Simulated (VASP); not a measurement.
The system is BaTiO3.

```
CELL_PARAMETERS angstrom
3.98550 0.00000 0.00000
0.00000 2.83690 2.84515
0.00000 -2.83690 2.84515
ATOMIC_POSITIONS crystal
Ba 0.00000 0.00000 0.00000
Ti 0.50000 0.51240 0.51240
O 0.00000 0.48740 0.48740
O 0.50000 0.50524 0.99184
O 0.50000 0.99184 0.50524
```

Base run:

- Program: VASP 6.6.1
- Functional: PBEsol
- Potentials or basis: VASP PAW PBE potentials, release 64 (Ba_sv, Ti_sv, O)
- Cutoff: 520 eV
- k mesh: 4 × 4 × 4
- Occupations: gaussian, width 0.01 eV
- Spin: no spin polarisation
- Hubbard terms: Ti d U = 4.5 eV

Its results: band gap on the k mesh 2.31 eV (least direct gap 2.56 eV); pressure 1.6 GPa; largest force 0.440 eV/Å.

Problem. The run is repeated on the same cell with these changes: hubbard terms from Ti d U = 4.5 eV to Ti d U = 6.0 eV. What comes out?

Solution. Band gap on the k mesh 2.51 eV (least direct gap 2.76 eV); pressure 2.9 GPa; largest force 0.675 eV/Å.

Caveats: the PAW data sets were made with another functional, which shifts forces and pressure a little; spin-orbit coupling is left out, which moves the levels of the heavy elements.

A k mesh can miss the band edges.
